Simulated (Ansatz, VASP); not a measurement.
## CaO: VASP beside Ansatz

Contents of INCAR:

```
PREC = Accurate
ENCUT = 520
EDIFF = 1E-7
ISMEAR = -1
SIGMA = 0.02
LREAL = F
LASPH = T
NELM = 100
ALGO = Normal
ISIF = 2
LWAVE = F
LCHARG = F
GGA = PE
NBANDS = 15
```

File KPOINTS:

```
Automatic mesh
0
Gamma
  10 10 10
```

The input POSCAR:

```
CaO
1.0
    0.0000000000      2.4934521310      2.3522183327
    2.4934521310      0.0000000000      2.3522183327
    2.4934521310      2.4934521310      0.0000000000
Ca O
1 1
Direct
    0.0000000000      0.0000000000      0.0000000000
    0.5000000000      0.5000000000      0.5000000000
```

Input for Ansatz:

```yaml
crystal:
  lattice:
    - [0.0, 2.493452131, 2.3522183327]
    - [2.493452131, 0.0, 2.3522183327]
    - [2.493452131, 2.493452131, 0.0]
  atoms:
    - { symbol: Ca, position: [0.0, 0.0, 0.0] }
    - { symbol: O, position: [0.5, 0.5, 0.5] }
kpoints:
  mp_grid: { grid: [10, 10, 10] }
  band_path:
    path:
      - [0.0, 0.0, 0.0]
      - [0.5, 0.0, 0.5]
      - [0.625, 0.25, 0.625]
      - [0.375, 0.375, 0.75]
      - [0.5, 0.5, 0.5]
      - [0.5, 0.25, 0.75]
      - [0.5, 0.5, 0.0]
    npoints: 1
hamiltonian:
  xc: pbe
scf:
  occupations: { method: fermi_dirac, width: 0.02 }
  n_extra_bands: 4
output:
  forces: true
  stress: true
  eigenvalues: true
```

Change from the starting cell: epitaxial_xy strain +4.0%.

Alike in both runs: task single point; functional PBE; k mesh 10 × 10 × 10; occupations fermi-dirac, width 0.02 eV; no spin polarisation.

```csv
,VASP,Ansatz
version,VASP 6.6.1,Ansatz 0.2.0
potentials or method,"VASP PAW PBE potentials, release 64 (Ca_sv, O)","plane waves, PAW"
plane-wave cutoff (eV),520,420
valence electrons in the cell,16,16
```

```csv
,VASP,Ansatz,Ansatz less VASP
gap on the k mesh at the Fermi level (eV),3.44,3.46,+0.020
pressure (GPa),-2.4,-2.9,-0.49
"traceless stress, the component that is largest in VASP (GPa)",5.31,5.06,-0.247
```

With one functional, cell and mesh, what is left measures potentials, basis and numerics.
